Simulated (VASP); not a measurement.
# MgS in VASP: further runs

The runs below take MgS through single point, with PBE, PBEsol.

Program: VASP 6.6.1. These are calculated values, not measurements. Logs are shortened: lines on timing, memory, paths and dates and some standing lists are left out, and cuts for length are marked.

**1. The cell of the first run**

The structure is hexagonal, space group P6_3mc (No. 186). Conventional cell: a = 4.035 Å, b = 4.035 Å, c = 6.432 Å, α = 90.00°, β = 90.00°, γ = 120.00°. Within 3.2 Å of S (site symmetry 3m) lie 4 Mg at 2.45 to 2.47 Å. Within 3.2 Å of Mg (site symmetry 3m) lie 4 S at 2.45 to 2.47 Å.

**2. Single point, PBE**

INCAR

```
SYSTEM = MgS
PREC = Accurate
ENCUT = 520
EDIFF = 1E-6
ISMEAR = -1
SIGMA = 0.05
LREAL = .FALSE.
LASPH = .TRUE.
NELM = 100
ALGO = Normal
ISIF = 2
LWAVE = .FALSE.
LCHARG = .FALSE.
GGA = PE
NBANDS = 16
```

KPOINTS

```
regular mesh
0
G
  8 8 4
  0 0 0
```

POSCAR

```
MgS
1.0
    4.0346224068      0.0000000000      0.0000000000
   -2.0173112034      3.4940854990      0.0000000000
    0.0000000000      0.0000000000      6.4322941800
S Mg
2 2
Direct
    0.6666666667      0.3333333333      0.8792441500
    0.3333333333      0.6666666667      0.3792441500
    0.3333333333      0.6666666667      0.9957548500
    0.6666666667      0.3333333333      0.4957548500
```

Potentials or basis: VASP PAW PBE potentials, release 64 (S, Mg).

Command:

```
$ cat potpaw_PBE.64/S/POTCAR potpaw_PBE.64/Mg/POTCAR > POTCAR
$ mpirun -np 1 vasp_std > vasp.out
```

OUTCAR:

```text
SYSTEM = MgS
   PREC = Accurate
   ENCUT = 520
   EDIFF = 1E-6
   ISMEAR = -1
   LREAL = .FALSE.
   LASPH = .TRUE.
   NELM = 100
   ISIF = 2
   GGA = PE

 ion  position               nearest neighbor table
   1  0.667  0.333  0.879-   3 2.45   3 2.45   3 2.45   4 2.47
   2  0.333  0.667  0.379-   4 2.45   4 2.45   4 2.45   3 2.47
   3  0.333  0.667  0.996-   1 2.45   1 2.45   1 2.45   2 2.47
   4  0.667  0.333  0.496-   2 2.45   2 2.45   2 2.45   1 2.47

  LATTYP: Found a hexagonal cell.
 ALAT       =     4.0346224068
 C/A-ratio  =     1.5942741430

  Lattice vectors:

 A1 = (   4.0346224068,   0.0000000000,   0.0000000000)
 A2 = (  -2.0173112034,   3.4940854990,   0.0000000000)
 A3 = (   0.0000000000,   0.0000000000,   6.4322941800)

Analysis of symmetry for initial positions (statically):
=====================================================================
 Subroutine PRICEL returns:
 Original cell was already a primitive cell.

 Routine SETGRP: Setting up the symmetry group for a
 hexagonal supercell.

 Subroutine GETGRP returns: Found 12 space group operations
 (whereof  6 operations were pure point group operations)
 out of a pool of 24 trial point group operations.

The static configuration has the point symmetry C_3v.
 The point group associated with its full space group is C_6v.

Analysis of symmetry for dynamics (positions and initial velocities):
=====================================================================
 Subroutine PRICEL returns:
 Original cell was already a primitive cell.

 Routine SETGRP: Setting up the symmetry group for a
 hexagonal supercell.

 Subroutine GETGRP returns: Found 12 space group operations
 (whereof  6 operations were pure point group operations)
 out of a pool of 24 trial point group operations.

The dynamic configuration has the point symmetry C_3v.
 The point group associated with its full space group is C_6v.

 Subroutine INISYM returns: Found 12 space group operations
 (whereof  6 operations are pure point group operations),
 and found     1 'primitive' translations

----------------------------------------------------------------------------------------

                                     Primitive cell

  volume of cell :      90.6781

  direct lattice vectors                    reciprocal lattice vectors
     4.034622407  0.000000000  0.000000000     0.247854669  0.143098960  0.000000000
    -2.017311203  3.494085499  0.000000000     0.000000000  0.286197919  0.000000000
     0.000000000  0.000000000  6.432294180     0.000000000  0.000000000  0.155465526

  length of vectors
     4.034622407  4.034622407  6.432294180     0.286197919  0.286197919  0.155465526

  position of ions in fractional coordinates (direct lattice)
     0.666666667  0.333333333  0.879244150
     0.333333333  0.666666667  0.379244150
     0.333333333  0.666666667  0.995754850
     0.666666667  0.333333333  0.495754850

  ion indices of the primitive-cell ions
   primitive index   ion index
                 1           1
                 2           2
                 3           3
                 4           4

----------------------------------------------------------------------------------------

 KPOINTS: regular mesh

Automatic generation of k-mesh.
 Grid dimensions read from file:
 generate k-points for:    8    8    4

 Generating k-lattice:

  Cartesian coordinates                     Fractional coordinates (reciprocal lattice)
     0.030981834  0.017887370  0.000000000     0.125000000  0.000000000  0.000000000
     0.000000000  0.035774740  0.000000000     0.000000000  0.125000000  0.000000000
     0.000000000  0.000000000  0.038866382     0.000000000  0.000000000  0.250000000

  Length of vectors
     0.035774740  0.035774740  0.038866382

  Shift w.r.t. Gamma in fractional coordinates (k-lattice)
     0.000000000  0.000000000  0.000000000

 Subroutine IBZKPT returns following result:
 ===========================================

 Found     30 irreducible k-points:

 Following reciprocal coordinates:
            Coordinates               Weight
  0.000000  0.000000  0.000000      1.000000
  0.125000  0.000000  0.000000      6.000000
  0.250000  0.000000  0.000000      6.000000
  0.375000  0.000000  0.000000      6.000000
  0.500000  0.000000  0.000000      3.000000
  0.125000  0.125000  0.000000      6.000000
[... 16 lines left out ...]
  0.250000  0.000000  0.500000      6.000000
  0.375000  0.000000  0.500000      6.000000
 [... further k-points ...]
   k-points           NKPTS =     30   k-points in BZ     NKDIM =     30   number of bands    NBANDS=     16
   number of dos      NEDOS =    301   number of ions     NIONS =      4
   total plane-waves  NPLWV =  43200
   dimension x,y,z NGX =    30 NGY =   30 NGZ =   48
   dimension x,y,z NGXF=    60 NGYF=   60 NGZF=   96
   ions per type =               2   2
   NGX,Y,Z   is equivalent  to a cutoff of  12.36, 12.36, 12.41 a.u.
   NGXF,Y,Z  is equivalent  to a cutoff of  24.72, 24.72, 24.81 a.u.
 SYSTEM =  MgS
   PREC   = accura    normal or accurate (medium, high low for compatibility)
   ISTART =      0    job   : 0-new  1-cont  2-samecut
   ICHARG =      2    charge: 1-file 2-atom 10-const
   ISPIN  =      1    spin polarized calculation?
   LNONCOLLINEAR =      F non collinear calculations
   LSORBIT =      F    spin-orbit coupling
   LASPH  =      T    aspherical Exc in radial PAW
   ENCUT  =  520.0 eV  38.22 Ry    6.18 a.u.   7.50  7.50 11.96*2*pi/ulx,y,z
   NELM   =    100;   NELMIN=  2; NELMDL= -5     # of ELM steps
   EDIFF  = 0.1E-05   stopping-criterion for ELM
   LREAL  =      F    real-space projection
   EDIFFG = 0.1E-04   stopping-criterion for IOM
   NSW    =      0    number of steps for IOM
   IBRION =     -1    ionic relax: 0-MD 1-quasi-New 2-CG
   NFREE  =      0    steps in history (QN), initial steepest desc. (CG)
   ISIF   =      2    stress and relaxation
   ISYM   =      2    0-nonsym 1-usesym 2-fastsym
   POTIM  = 0.5000    time-step for ionic-motion
   TEBEG  =    0.0;   TEEND  =   0.0 temperature during run
   PSTRESS=    0.0 pullay stress
   NELECT =      16.0000    total number of electrons
   NUPDOWN=      -1.0000    fix difference up-down
   EMIN   =  10.00;   EMAX   =-10.00  energy-range for DOS
   EFERMI =   0.00;   METHOD = LEGACY
   ISMEAR =    -1;   SIGMA  =   0.05  broadening in eV -4-tet -1-fermi 0-gaus
   EFERMI_NEDOS =   21; number of points for ismear=-14 and -15
   IALGO  =     38    algorithm
   IMIX   =      4    mixing-type and parameters
     AMIX     =   0.40;   BMIX     =  1.00
     AMIX_MAG =   1.60;   BMIX_MAG =  1.00
  volume/ion in A,a.u.               =      22.67       152.98
  Fermi-wavevector in a.u.,A,eV,Ry     =   0.918221  1.735187 11.471486  0.843130
  Thomas-Fermi vector in A             =   2.043279
   LORBIT       =      0    0 simple, 1 ext, 2 COOP (PROOUT), +10 PAW based schemes
   GGA     = PE    functional components
[... 5 lines left out ...]
 non-spin polarized calculation
  energy-cutoff  :      520.00
  volume of cell :       90.68
 maximum number of plane-waves:      2464
 NGX is ok and might be reduce to    30
   NGX = 15   NGY = 15   NGZ = 23

 number of electron      16.0000004 magnetization

 Free energy of the ion-electron system (eV)
  ---------------------------------------------------
  ext. energy  EPLUGINS =         0.00000000
  ---------------------------------------------------
  free energy    TOTEN  =       -16.97565892 eV

  energy without entropy =      -16.97565892  energy(sigma->0) =      -16.97565892

 E-fermi :   2.1887     XC(G=0):  -8.3831

 val. band max:        1.1980384441   @ k =   0.0000   0.0000   0.0000
 cond. band min:       4.6321653217   @ k =   0.0000   0.0000   0.0000
 fundamental gap:      3.4341268776
 Fermi energy:         2.1886578686

 k-point     1 :       0.0000    0.0000    0.0000
  band No.  band energies     occupation
      1     -10.2129      2.00000
      2      -9.4839      2.00000
      3      -2.0197      2.00000
      4       0.6172      2.00000
      5       0.6172      2.00000
      6       1.0359      2.00000
[... 8 lines left out ...]
     15       9.6867      0.00000
     16      10.3345      0.00000

 k-point     2 :       0.1250    0.0000    0.0000
  band No.  band energies     occupation
      1     -10.1367      2.00000
      2      -9.4465      2.00000
      3      -1.8991      2.00000
      4       0.1533      2.00000
      5       0.4924      2.00000
      6       0.5391      2.00000
[... 8 lines left out ...]
     15       9.7061      0.00000
     16       9.9568      0.00000

 k-point     3 :       0.2500    0.0000    0.0000
  band No.  band energies     occupation
      1      -9.9336      2.00000
      2      -9.3624      2.00000
      3      -1.5652      2.00000
      4      -0.7521      2.00000
      5      -0.3131      2.00000
      6       0.2410      2.00000
[... 8 lines left out ...]
     15       9.8780      0.00000
     16      10.3268      0.00000

 k-point     4 :       0.3750    0.0000    0.0000
  band No.  band energies     occupation
      1      -9.6846      2.00000
      2      -9.3033      2.00000
      3      -1.5528      2.00000
      4      -1.0781      2.00000
      5      -0.9205      2.00000
      6       0.0298      2.00000
[... 8 lines left out ...]
     15      10.0066      0.00000
     16      11.8146      0.00000
[... 324 lines left out ...]
 k-point    22 :       0.1250    0.0000    0.5000
  band No.  band energies     occupation
      1      -9.8175      2.00000
      2      -9.8175      2.00000
      3      -0.7822      2.00000
      4      -0.7822      2.00000
      5       0.5496      2.00000
      6       0.5496      2.00000
[... 8 lines left out ...]
     15       9.2163      0.00000
     16       9.2163      0.00000

 k-point    23 :       0.2500    0.0000    0.5000
  band No.  band energies     occupation
      1      -9.6637      2.00000
      2      -9.6637      2.00000
      3      -1.1576      2.00000
      4      -1.1576      2.00000
      5       0.2916      2.00000
      6       0.2916      2.00000
[... 8 lines left out ...]
     15       9.9210      0.00000
     16       9.9210      0.00000

 k-point    24 :       0.3750    0.0000    0.5000
  band No.  band energies     occupation
      1      -9.4972      2.00000
      2      -9.4972      2.00000
      3      -1.6876      2.00000
      4      -1.6876      2.00000
      5       0.3372      2.00000
      6       0.3372      2.00000
[... 8 lines left out ...]
     15      10.3782      0.00000
     16      10.3782      0.00000

 [... further k-points ...]
[... 5 lines left out ...]
  --------------------------------------------------------------------------------------
  -------------------------------------------------------------------------------------
  Total        0.5667933      0.5667933      0.4253782      0.0000000     -0.0000000      0.0000000
  in kB       10.0145844     10.0145844      7.5159436      0.0000000     -0.0000000      0.0000000
  external PRESSURE =       9.1817042 kB  Pullay stress =       0.0000000 kB

 VOLUME and BASIS-vectors are now :
 -----------------------------------------------------------------------------
  energy-cutoff  :      520.00
  volume of cell :       90.68
      direct lattice vectors                 reciprocal lattice vectors
     4.034622407  0.000000000  0.000000000     0.247854669  0.143098960  0.000000000
    -2.017311203  3.494085499  0.000000000     0.000000000  0.286197919  0.000000000
     0.000000000  0.000000000  6.432294180     0.000000000  0.000000000  0.155465526

 POSITION                                       TOTAL-FORCE (eV/Angst)
 -----------------------------------------------------------------------------------
      2.01731      1.16470      5.65556         0.000000      0.000000     -0.048498
     -0.00000      2.32939      2.43941         0.000000     -0.000000     -0.048498
     -0.00000      2.32939      6.40499         0.000000     -0.000000      0.048498
      2.01731      1.16470      3.18884        -0.000000      0.000000      0.048498
 -----------------------------------------------------------------------------------
    total drift:                                0.000000     -0.000000      0.000054

  FREE ENERGIE OF THE ION-ELECTRON SYSTEM (eV)
  ---------------------------------------------------
  free  energy   TOTEN  =       -16.9756589151 eV

  energy  without entropy=      -16.9756589151  energy(sigma->0) =      -16.97565892
```

It took 38 s on 1 thread of Intel Xeon Platinum 8259CL at 2.50GHz (Skylake/Cascade Lake), shared host; peak memory 0.21 GiB.

Results:

```yaml
Free_energy: -16.9757 eV
Pressure: 0.9 GPa
Largest_force: 0.048 eV/Å
Band_gap_on_the_k_mesh: 3.43 eV, direct
```

Forces on the atoms (eV/Å):
```
S    0.000  0.000 -0.048
S    0.000  0.000 -0.048
Mg   0.000  0.000  0.048
Mg   0.000  0.000  0.048
```

Stress tensor (GPa, compression positive):
```
1.00 0.00 0.00
0.00 1.00 0.00
0.00 0.00 0.75
```

**3. Single point, PBE (atoms moved at random)**

INCAR

```
ALGO     = Normal         # electronic algorithm
EDIFF    = 1E-7           # SCF threshold, eV
ENCUT    = 520            # plane-wave cutoff, eV
GGA      = PE             # functional
ISIF     = 2              # what is computed and relaxed
ISMEAR   = -1             # smearing method
LASPH    = T              # aspherical terms in the spheres
LCHARG   = F              # write CHGCAR
LREAL    = F              # projectors in reciprocal space
LWAVE    = F              # write WAVECAR
NBANDS   = 16             # bands
NELM     = 60             # most SCF steps
PREC     = Accurate       # precision mode
SIGMA    = 0.05           # smearing width, eV
```

KPOINTS

```
k-points
0
Gamma
  8 8 4
```

POSCAR

```
MgS
1.0
    4.0346224068      0.0000000000      0.0000000000
   -2.0173112034      3.4940854990      0.0000000000
    0.0000000000      0.0000000000      6.4322941800
S Mg
2 2
Direct
    0.6617040000      0.3374660000      0.8723450000
    0.3364140000      0.6649440000      0.3715030000
    0.3340580000      0.6686330000      0.9975070000
    0.6644550000      0.3253470000      0.5008510000
```

Potentials or basis: VASP PAW PBE potentials, release 64 (S, Mg).

Command:

```
$ cat potpaw_PBE.64/S/POTCAR potpaw_PBE.64/Mg/POTCAR > POTCAR
$ mpirun -np 1 vasp_std > vasp.out
```

Run time: 3.1 min. Hardware: 1 thread of Intel Xeon Platinum 8259CL at 2.50GHz (Skylake/Cascade Lake), shared host; peak memory 0.31 GiB.

It converged, with:

```
Free energy            : -16.9514 eV
Pressure               : 1.1 GPa
Largest force          : 0.459 eV/Å
Band gap on the k mesh : 3.52 eV, direct
```

Forces on the atoms (eV/Å):
```
S    0.160 -0.056  0.340
S   -0.055 -0.100  0.343
Mg  -0.139  0.042 -0.240
Mg   0.034  0.115 -0.443
```

Stress tensor (GPa, compression positive):
```
 0.12 -0.37 -0.13
-0.37  0.25  0.20
-0.13  0.20  2.86
```

Levels at points of the mesh, in eV from the valence-band top:
| k point | band 4 | band 5 | band 6 | band 7 | band 8 | band 9 | band 10 | band 11 | band 12 | band 13 |
| --- | --- | --- | --- | --- | --- | --- | --- | --- | --- | --- |
| (0.00, 0.00, 0.00) | -0.48 | -0.42 | -0.04 | -0.01 | 0.00 | 3.52 | 4.79 | 7.57 | 7.63 | 8.34 |
| (0.50, 0.00, 0.00) | -2.28 | -1.88 | -1.14 | -0.88 | -0.35 | 4.83 | 5.23 | 5.84 | 7.50 | 8.42 |
| (0.00, 0.50, 0.00) | -2.31 | -1.87 | -1.12 | -0.90 | -0.33 | 4.84 | 5.25 | 5.86 | 7.50 | 8.40 |
| (0.50, 0.50, 0.00) | -2.34 | -1.82 | -1.11 | -0.97 | -0.33 | 4.82 | 5.35 | 5.93 | 7.51 | 8.37 |
| (0.00, 0.00, 0.50) | -1.87 | -0.31 | -0.26 | -0.22 | -0.17 | 4.96 | 5.01 | 7.66 | 7.67 | 7.71 |
| (0.50, 0.00, 0.50) | -2.96 | -0.84 | -0.79 | -0.76 | -0.73 | 4.74 | 4.75 | 6.40 | 6.41 | 9.21 |
| (0.00, 0.50, 0.50) | -2.99 | -0.83 | -0.79 | -0.76 | -0.70 | 4.72 | 4.74 | 6.40 | 6.43 | 9.22 |
| (0.50, 0.50, 0.50) | -2.99 | -0.79 | -0.76 | -0.73 | -0.72 | 4.69 | 4.69 | 6.42 | 6.43 | 9.22 |

Caveat: the cell differs from its parent crystal (atoms moved at random).

(Continued in part 2 of 2.)
